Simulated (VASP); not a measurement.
# Ge8N (a cell with a defect) in VASP: single point with PBE

Aim: the single point of Ge8N (a cell with a defect) with PBE.

All numbers are computed with VASP 6.6.1; they aren't measurements. Logs are shortened: lines on timing, memory, paths and dates and some standing lists are left out, and cuts for length are marked.

## Step 1: The cell of the first run

The cell holds a defect, 9 atoms: a = 5.762 Å, b = 5.762 Å, c = 5.762 Å, α = 90.00°, β = 90.00°, γ = 90.00°.

## Step 2: Single point, PBE

INCAR

```
SYSTEM = Ge8N
PREC = Accurate ; ENCUT = 520
EDIFF = 1E-7 ; ISMEAR = 0
SIGMA = 0.15 ; LREAL = .False.
LASPH = .True. ; NELM = 60
ALGO = Fast ; ISIF = 2
LWAVE = .False. ; LCHARG = .False.
GGA = PE ; NBANDS = 68
```

KPOINTS

```
regular mesh
0
Gamma
  6 6 6
  0 0 0
```

POSCAR

```
Ge8N
1.0
    5.7615827908      0.0000000000      0.0000000000
    0.0000000000     -5.7615827908      0.0000000000
    0.0000000000      0.0000000000     -5.7615827908
Ge N
8 1
Direct
    0.5000000000      0.0000000000      0.0000000000
    0.0000000000      0.5000000000      0.0000000000
    0.0000000000      0.0000000000      0.5000000000
    0.5000000000      0.5000000000      0.5000000000
    0.7500000000      0.7500000000      0.7500000000
    0.2500000000      0.2500000000      0.7500000000
    0.2500000000      0.7500000000      0.2500000000
    0.7500000000      0.2500000000      0.2500000000
    1.0833333333      0.4583333333      0.7916666667
```

Potentials or basis: VASP PAW PBE potentials, release 64 (Ge_d, N).

Run with:

```
$ cat potpaw_PBE.64/Ge_d/POTCAR potpaw_PBE.64/N/POTCAR > POTCAR
$ mpirun -np 1 vasp_std > vasp.out
```

OUTCAR:

```text
SYSTEM = Ge8N
   PREC = Accurate
   ENCUT = 520
   EDIFF = 1E-7
   ISMEAR = 0
   LREAL = .False.
   LASPH = .True.
   NELM = 60
   ISIF = 2
   GGA = PE

 ion  position               nearest neighbor table
   1  0.500  0.000  0.000-   5 2.49   6 2.49   7 2.49   8 2.49
   2  0.000  0.500  0.000-   9 1.31   6 2.49   7 2.49   8 2.49   5 2.49
   3  0.000  0.000  0.500-   5 2.49   6 2.49   7 2.49   8 2.49
   4  0.500  0.500  0.500-   5 2.49   6 2.49   7 2.49   8 2.49
   5  0.750  0.750  0.750-   1 2.49   2 2.49   3 2.49   4 2.49
   6  0.250  0.250  0.750-   9 1.56   2 2.49   3 2.49   4 2.49   1 2.49
   7  0.250  0.750  0.250-   1 2.49   2 2.49   3 2.49   4 2.49
   8  0.750  0.250  0.250-   1 2.49   2 2.49   3 2.49   4 2.49
   9  0.083  0.458  0.792-   2 1.31   6 1.56

  LATTYP: Found a simple cubic cell.
 ALAT       =     5.7615827908

  Lattice vectors:

 A1 = (   5.7615827908,   0.0000000000,   0.0000000000)
 A2 = (   0.0000000000,  -5.7615827908,   0.0000000000)
 A3 = (   0.0000000000,   0.0000000000,  -5.7615827908)

Analysis of symmetry for initial positions (statically):
=====================================================================
 Subroutine PRICEL returns:
 Original cell was already a primitive cell.

 Routine SETGRP: Setting up the symmetry group for a
 simple cubic supercell.

 Subroutine GETGRP returns: Found  1 space group operations
 (whereof  1 operations were pure point group operations)
 out of a pool of 48 trial point group operations.

The static configuration has the point symmetry C_1 .

Analysis of symmetry for dynamics (positions and initial velocities):
=====================================================================
 Subroutine PRICEL returns:
 Original cell was already a primitive cell.

 Routine SETGRP: Setting up the symmetry group for a
 simple cubic supercell.

 Subroutine GETGRP returns: Found  1 space group operations
 (whereof  1 operations were pure point group operations)
 out of a pool of 48 trial point group operations.

The dynamic configuration has the point symmetry C_1 .

 Subroutine INISYM returns: Found  1 space group operations
 (whereof  1 operations are pure point group operations),
 and found     1 'primitive' translations

----------------------------------------------------------------------------------------

                                     Primitive cell

  volume of cell :     191.2606

  direct lattice vectors                    reciprocal lattice vectors
     5.761582791  0.000000000  0.000000000     0.173563418  0.000000000  0.000000000
     0.000000000 -5.761582791  0.000000000     0.000000000 -0.173563418  0.000000000
     0.000000000  0.000000000 -5.761582791     0.000000000  0.000000000 -0.173563418

  length of vectors
     5.761582791  5.761582791  5.761582791     0.173563418  0.173563418  0.173563418

  position of ions in fractional coordinates (direct lattice)
     0.500000000  0.000000000  0.000000000
     0.000000000  0.500000000  0.000000000
     0.000000000  0.000000000  0.500000000
     0.500000000  0.500000000  0.500000000
     0.750000000  0.750000000  0.750000000
     0.250000000  0.250000000  0.750000000
     0.250000000  0.750000000  0.250000000
     0.750000000  0.250000000  0.250000000
     0.083333333  0.458333333  0.791666667

  ion indices of the primitive-cell ions
   primitive index   ion index
                 1           1
                 2           2
                 3           3
                 4           4
                 5           5
                 6           6
                 7           7
                 8           8
                 9           9

----------------------------------------------------------------------------------------

 KPOINTS: regular mesh

Automatic generation of k-mesh.
 Grid dimensions read from file:
 generate k-points for:    6    6    6

 Generating k-lattice:

  Cartesian coordinates                     Fractional coordinates (reciprocal lattice)
     0.028927236  0.000000000  0.000000000     0.166666667  0.000000000  0.000000000
     0.000000000 -0.028927236  0.000000000     0.000000000  0.166666667  0.000000000
     0.000000000  0.000000000 -0.028927236     0.000000000  0.000000000  0.166666667

  Length of vectors
     0.028927236  0.028927236  0.028927236

  Shift w.r.t. Gamma in fractional coordinates (k-lattice)
     0.000000000  0.000000000  0.000000000

 Subroutine IBZKPT returns following result:
 ===========================================

 Found    112 irreducible k-points:

 Following reciprocal coordinates:
            Coordinates               Weight
  0.000000  0.000000  0.000000      1.000000
  0.166667  0.000000  0.000000      2.000000
  0.000000  0.166667  0.000000      2.000000
  0.000000  0.000000  0.166667      2.000000
  0.333333  0.000000  0.000000      2.000000
  0.000000  0.333333  0.000000      2.000000
[... 16 lines left out ...]
  0.000000 -0.333333  0.166667      2.000000
 -0.166667  0.000000  0.333333      2.000000
 [... further k-points ...]
   k-points           NKPTS =    112   k-points in BZ     NKDIM =    112   number of bands    NBANDS=     68
   number of dos      NEDOS =    301   number of ions     NIONS =      9
   total plane-waves  NPLWV = 110592
   dimension x,y,z NGX =    48 NGY =   48 NGZ =   48
   dimension x,y,z NGXF=    96 NGYF=   96 NGZF=   96
   ions per type =               8   1
   NGX,Y,Z   is equivalent  to a cutoff of  13.85, 13.85, 13.85 a.u.
   NGXF,Y,Z  is equivalent  to a cutoff of  27.70, 27.70, 27.70 a.u.
 SYSTEM =  Ge8N
   PREC   = accura    normal or accurate (medium, high low for compatibility)
   ISTART =      0    job   : 0-new  1-cont  2-samecut
   ICHARG =      2    charge: 1-file 2-atom 10-const
   ISPIN  =      1    spin polarized calculation?
   LNONCOLLINEAR =      F non collinear calculations
   LSORBIT =      F    spin-orbit coupling
   LASPH  =      T    aspherical Exc in radial PAW
   ENCUT  =  520.0 eV  38.22 Ry    6.18 a.u.  10.71 10.71 10.71*2*pi/ulx,y,z
   NELM   =     60;   NELMIN=  2; NELMDL= -5     # of ELM steps
   EDIFF  = 0.1E-06   stopping-criterion for ELM
   LREAL  =      F    real-space projection
   EDIFFG = 0.1E-05   stopping-criterion for IOM
   NSW    =      0    number of steps for IOM
   IBRION =     -1    ionic relax: 0-MD 1-quasi-New 2-CG
   NFREE  =      0    steps in history (QN), initial steepest desc. (CG)
   ISIF   =      2    stress and relaxation
   ISYM   =      2    0-nonsym 1-usesym 2-fastsym
   POTIM  = 0.5000    time-step for ionic-motion
   TEBEG  =    0.0;   TEEND  =   0.0 temperature during run
   PSTRESS=    0.0 pullay stress
   NELECT =     117.0000    total number of electrons
   NUPDOWN=      -1.0000    fix difference up-down
   EMIN   =  10.00;   EMAX   =-10.00  energy-range for DOS
   EFERMI =   0.00;   METHOD = LEGACY
   ISMEAR =     0;   SIGMA  =   0.15  broadening in eV -4-tet -1-fermi 0-gaus
   EFERMI_NEDOS =   21; number of points for ismear=-14 and -15
   IALGO  =     68    algorithm
   IMIX   =      4    mixing-type and parameters
     AMIX     =   0.40;   BMIX     =  1.00
     AMIX_MAG =   1.60;   BMIX_MAG =  1.00
  volume/ion in A,a.u.               =      21.25       143.41
  Fermi-wavevector in a.u.,A,eV,Ry     =   1.389723  2.626196 26.277348  1.931331
  Thomas-Fermi vector in A             =   2.513727
   LORBIT       =      0    0 simple, 1 ext, 2 COOP (PROOUT), +10 PAW based schemes
   GGA     = PE    functional components
   LHFCALC =     F    Hartree Fock is set to
   AEXX    =    0.0000 exact exchange contribution
   IVDW    =     0    specifies the selected vdW correction
   LEPSILON=     F    determine dielectric tensor
   LRPA    =     F    only Hartree local field effects (RPA)
 non-spin polarized calculation
 RMM-DIIS sequential band-by-band and
 Gauss-broadening in eV      SIGMA  =   0.15
  energy-cutoff  :      520.00
  volume of cell :      191.26
 maximum number of plane-waves:      5232
 NGX is ok and might be reduce to    48
   NGX = 21   NGY = 21   NGZ = 21

 number of electron     117.0000013 magnetization

 Free energy of the ion-electron system (eV)
  ---------------------------------------------------
  ext. energy  EPLUGINS =         0.00000000
  ---------------------------------------------------
  free energy    TOTEN  =       -33.56014237 eV

  energy without entropy =      -33.52579173  energy(sigma->0) =      -33.54296705

 E-fermi :   4.4167     XC(G=0):  -9.8606

 val. band max:        4.4162607238   @ k =  -0.3333   0.3333   0.3333
 cond. band min:       4.4174506685   @ k =  -0.3333   0.5000   0.3333
 fundamental gap:      0.0011899447
 Fermi energy:         4.4166728524

 k-point     1 :       0.0000    0.0000    0.0000
  band No.  band energies     occupation
      1     -22.1043      2.00000
      2     -20.7475      2.00000
      3     -20.5691      2.00000
      4     -20.4041      2.00000
      5     -20.3811      2.00000
      6     -20.3661      2.00000
[... 60 lines left out ...]
     67       8.1827      0.00000
     68       9.2290      0.00000

 k-point     2 :       0.1667    0.0000    0.0000
  band No.  band energies     occupation
      1     -22.1043      2.00000
      2     -20.7476      2.00000
      3     -20.5691      2.00000
      4     -20.4040      2.00000
      5     -20.3812      2.00000
      6     -20.3661      2.00000
[... 60 lines left out ...]
     67       8.3233      0.00000
     68       9.2263      0.00000

 k-point     3 :       0.0000    0.1667    0.0000
  band No.  band energies     occupation
      1     -22.1043      2.00000
      2     -20.7475      2.00000
      3     -20.5691      2.00000
      4     -20.4040      2.00000
      5     -20.3811      2.00000
      6     -20.3662      2.00000
[... 1480 lines left out ...]
     67       8.6800      0.00000
     68       9.2017      0.00000

 k-point    24 :      -0.1667    0.0000    0.3333
  band No.  band energies     occupation
      1     -22.1042      2.00000
      2     -20.7475      2.00000
      3     -20.5692      2.00000
      4     -20.4040      2.00000
      5     -20.3813      2.00000
      6     -20.3662      2.00000
[... 60 lines left out ...]
     67       8.9999      0.00000
     68       9.2644      0.00000

 [... further k-points ...]

------------------------ aborting loop because EDIFF is reached ----------------------------------------

  FORCE on cell =-STRESS in cart. coord.  units (eV):
  Direction    XX          YY          ZZ          XY          YZ          ZX
  --------------------------------------------------------------------------------------
  -------------------------------------------------------------------------------------
  Total       19.8646613     17.0893125     50.0542835     15.3141478     14.6287630     22.7452577
  in kB      166.4049829    143.1560652    419.3014954    128.2856259    122.5442012    190.5355523
  external PRESSURE =     242.9541811 kB  Pullay stress =       0.0000000 kB

 VOLUME and BASIS-vectors are now :
 -----------------------------------------------------------------------------
  energy-cutoff  :      520.00
  volume of cell :      191.26
      direct lattice vectors                 reciprocal lattice vectors
     5.761582791  0.000000000  0.000000000     0.173563418  0.000000000  0.000000000
     0.000000000 -5.761582791  0.000000000     0.000000000 -0.173563418  0.000000000
     0.000000000  0.000000000 -5.761582791     0.000000000  0.000000000 -0.173563418

 POSITION                                       TOTAL-FORCE (eV/Angst)
 -----------------------------------------------------------------------------------
      2.88079      0.00000      0.00000        -0.030379     -0.005230     -0.103824
      0.00000     -2.88079      0.00000       -16.257171     -9.287033    -37.652272
      0.00000      0.00000     -2.88079         0.224023      0.509660      0.263993
      2.88079     -2.88079     -2.88079         0.662454      0.301204      0.405397
      4.32119     -4.32119     -4.32119        -1.164665     -1.027413      0.191654
      1.44040     -1.44040     -4.32119         7.479526      8.713984      4.228172
      1.44040     -4.32119     -1.44040        -0.054323     -0.377463     -0.688838
      4.32119     -1.44040     -1.44040        -0.194153     -0.034438     -0.401712
      0.48013     -2.64073     -4.56125         9.334688      1.206730     33.757430
 -----------------------------------------------------------------------------------
    total drift:                                0.000110      0.000143     -0.000446

  FREE ENERGIE OF THE ION-ELECTRON SYSTEM (eV)
  ---------------------------------------------------
  free  energy   TOTEN  =       -33.5601423725 eV

  energy  without entropy=      -33.5257917315  energy(sigma->0) =      -33.54296705
```

It took 43 min on 1 thread of Oxide Virtual Turin-like, shared host; peak memory 0.98 GiB.

Results:

| Property | Result |
| --- | --- |
| Free energy | -33.5601 eV |
| Pressure | 24.3 GPa |
| Largest force | 42.050 eV/Å |
| Band gap on the k mesh | zero (an odd number of electrons rules out a gap without spin polarisation) |

Forces on the atoms (eV/Å):
```
Ge   -0.030  -0.005  -0.104
Ge  -16.257  -9.287 -37.652
Ge    0.224   0.510   0.264
Ge    0.662   0.301   0.405
Ge   -1.165  -1.027   0.192
Ge    7.480   8.714   4.228
Ge   -0.054  -0.377  -0.689
Ge   -0.194  -0.034  -0.402
N     9.335   1.207  33.757
```

Stress tensor (GPa, compression positive):
```
16.64 12.83 19.05
12.83 14.32 12.25
19.05 12.25 41.93
```

Caveat: atoms lie so close that the PAW spheres overlap strongly, which falsifies energies and pressures.
